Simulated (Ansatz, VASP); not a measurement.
**K2Ni: VASP beside Ansatz**

```
CELL_PARAMETERS angstrom
0.00000 3.91160 3.91160
3.91160 0.00000 3.91160
3.91160 3.91160 0.00000
ATOMIC_POSITIONS crystal
K 0.75000 0.75000 0.75000
K 0.25000 0.25000 0.25000
Ni 0.00000 0.00000 0.00000
```

Alike in both runs: functional PBE; k mesh 10 × 10 × 10; occupations gaussian, width 0.1 eV; no spin polarisation.

Ansatz relaxed the structure, and its values are those at the end. VASP's run is a single point on that final structure, the one shown.

|  | VASP | Ansatz |
| --- | --- | --- |
| version | VASP 6.6.1 | Ansatz 0.2.0 |
| potentials or method | VASP PAW PBE potentials, release 64 (K_sv, Ni), cutoff 520 eV | scalar-relativistic, plane waves, PAW |
| valence electrons in the cell | 28 | 36 |

VASP gave:

- gap on the k mesh at the Fermi level (eV): none
- pressure (GPa): 0.1

Q: Which values does Ansatz return?

A: gap on the k mesh at the Fermi level (eV): none; pressure (GPa): 0.0.

A gap of «none» marks a metal or a gap that the smearing closes. VASP's potentials hold 28 valence electrons a cell and Ansatz's 36, so a difference there can come from the potentials and not from the codes.
